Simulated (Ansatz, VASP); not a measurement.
Rh in VASP and in Ansatz

POSCAR

```
Rh
1.0
    0.0000000000      1.9008071574      1.9008071574
    1.9008071574      0.0000000000      1.9008071574
    1.9008071574      1.9008071574      0.0000000000
Rh
1
Direct
    0.0000000000      0.0000000000      0.0000000000
```

Contents of INCAR.step1:

```
SYSTEM = Rh
  PREC = Accurate
  ENCUT = 520
  ISMEAR = 1
  SIGMA = 0.03
  LREAL = .FALSE.
  LASPH = .TRUE.
  NELM = 100
  NBANDS = 14
  GGA = PE
  ALGO = Normal
  EDIFF = 1E-4
  LWAVE = .TRUE.
  LCHARG = .FALSE.
```

File INCAR.step2:

```
SYSTEM = Rh
  PREC = Accurate
  ENCUT = 520
  EDIFF = 1E-6
  ISMEAR = 1
  SIGMA = 0.03
  LREAL = .FALSE.
  LASPH = .TRUE.
  NELM = 100
  ALGO = Normal
  ISIF = 2
  LWAVE = .FALSE.
  LCHARG = .TRUE.
  METAGGA = R2SCAN
  LMIXTAU = .TRUE.
  LELF = .TRUE.
  LVHAR = .TRUE.
  NBANDS = 14
  ISTART = 1
```

KPOINTS

```
Automatic mesh
0
G
  14 14 14
  0 0 0
```

Input for Ansatz:

```yaml
crystal:
  lattice:
    - [0.0, 1.9008071574, 1.9008071574]
    - [1.9008071574, 0.0, 1.9008071574]
    - [1.9008071574, 1.9008071574, 0.0]
  atoms:
    - { symbol: Rh, position: [0.0, 0.0, 0.0] }
hamiltonian:
  xc: r2scan
  pseudopotentials:
    kind: paw
    azcp:
      Rh: "pseudopotentials/Rh.paw.azcp"
basis:
  ecutwfc: 500
  fft_grid_basis: typed
kpoints:
  mp_grid: { grid: [14, 14, 14], shift: [0, 0, 0] }
magnetization:
  spin_polarized: false
scf:
  occupations: { method: cold, width: 0.03 }
  lower_state_search: "off"
output:
  stress: true
```

Alike in both runs: task single point; functional r2SCAN; k mesh 14 × 14 × 14; no spin polarisation.

|  | VASP | Ansatz |
| --- | --- | --- |
| version | VASP 6.6.1 | Ansatz 0.2.0 |
| potentials or method | VASP PAW PBE potentials, release 64 (Rh_pv), cutoff 520 eV | plane waves (500 eV) with PAW, scalar-relativistic |
| occupations | methfessel-paxton of order 1, width 0.03 eV | cold, width 0.03 eV |
| valence electrons in the cell | 15 | 17 |

Ansatz gave:

* pressure (GPa): -0.4

**Question.** Which values does VASP return?

**Answer.** Pressure (GPa): 0.8.

VASP's potentials were made for PBE, not for r2SCAN. VASP's potentials hold 15 valence electrons a cell and Ansatz's 17, so a difference there can come from the potentials and not from the codes.
